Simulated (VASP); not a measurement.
Set up this calculation in VASP 6.6.1, as the native input.

* Task: single point
* Functional: PBE
* Potentials or basis: VASP PAW PBE potentials, release 64 (Al, H)
* Cutoff: 520 eV
* k mesh: 9 × 3 × 1
* Occupations: gaussian, width 0.1 eV
* Spin: no spin polarisation
* Dipole correction: yes
* Further INCAR settings: ALGO = Normal; EDIFF = 1e-06; NBANDS = 25

The structure of Al9H lies in POSCAR:

```
Al9H
1.0
    2.8543223330      0.0000000000      0.0000000000
   -1.4271611665      9.7033329366      0.0000000000
    0.0000000000      0.0000000000     21.7902708969
Al H
9 1
Direct
    0.5324485604      0.0648971207      0.1835681630
    0.6709687938      0.3419375876      0.2292758741
    0.2986728405      0.5973456810      0.2384174163
    0.9263768872      0.8527537744      0.2475589585
    0.0639738222      0.1277383808      0.2937147080
    0.1995905480      0.4042696935      0.3452583266
    0.8288544886      0.6597110299      0.3524478004
    0.4526361687      0.9111292155      0.3607640453
    0.5925232094      0.1814597089      0.4034034702
    1.0925232094      0.6814597089      0.4983999946
```

The input as run:

INCAR

```
PREC = Accurate
ENCUT = 520
EDIFF = 1E-6
ISMEAR = 0
SIGMA = 0.1
LREAL = F
LASPH = T
NELM = 80
ALGO = Normal
ISIF = 2
LWAVE = F
LCHARG = F
LDIPOL = T
IDIPOL = 3
DIPOL = 0.5 0.5 0.315
GGA = PE
NBANDS = 25
```

KPOINTS

```
regular mesh
0
Gamma
  9 3 1
```

Potentials or basis: VASP PAW PBE potentials, release 64 (Al, H).

Launch:

```sh
$ cat potpaw_PBE.64/Al/POTCAR potpaw_PBE.64/H/POTCAR > POTCAR
$ mpirun -np 1 vasp_std > vasp.out
```

Results of the run:

```json
{
 "Largest force": "0.517 eV/Å",
 "Band gap on the k mesh": "zero (bands 14 and 15 overlap by 1.04 eV)"
}
```

Run time: 5.9 min on 1 thread of AMD EPYC 7R13 Processor (Zen 3), on a shared host, peak memory 0.7 GiB.
